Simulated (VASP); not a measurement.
Write the native input for VASP 6.6.1 that does the following.

* Task: electric field gradients
* Functional: PBE
* Potentials or basis: VASP PAW PBE potentials, release 64 (Sb)
* Cutoff: 520 eV
* k mesh: 12 × 12 × 7
* Occupations: fermi-dirac, width 0.05 eV
* Spin: no spin polarisation
* Dipole correction: no
* Further INCAR settings: ALGO = Normal; EDIFF = 1e-08; NBANDS = 12

The structure of Sb lies in POSCAR:

```
Sb
1.0
    3.3234675684      0.0000000000      0.0000000000
   -1.6617337843      2.8782073429      0.0000000000
    0.0000000000      0.0000000000      5.2579641425
Sb
2
Direct
    0.3333333333      0.6666666667      0.2500000000
    0.6666666667      0.3333333333      0.7500000000
```

This cell differs from its parent crystal: volume scaled by 0.96.

The input as run:

INCAR

```
PREC = Accurate
ENCUT = 520
EDIFF = 1E-8
ISMEAR = -1
SIGMA = 0.05
LREAL = F
LASPH = T
NELM = 60
ALGO = Normal
ISIF = 2
LWAVE = F
LCHARG = F
GGA = PE
LEFG = T
NBANDS = 12
```

KPOINTS

```
regular mesh
0
Gamma
  12 12 7
```

Potentials or basis: VASP PAW PBE potentials, release 64 (Sb).

Run with:

```bash
$ cat potpaw_PBE.64/Sb/POTCAR > POTCAR
$ mpirun -np 1 vasp_std > vasp.out
```

Results of the run:

```yaml
Pressure: 6.1 GPa
Band_gap_on_the_k_mesh: zero (band 5 reaches 13.70 eV, above the bottom of band 6 at 6.35 eV)
```

Caveat: without QUAD_EFG the Cq values of the log hold for a quadrupole moment of 1 mb, not for the nuclei; spin-orbit coupling is left out, which moves the levels of the heavy elements.

Run time: 68 s on 1 thread of Intel Xeon 6975P-C (shared host), peak memory 0.2 GiB.
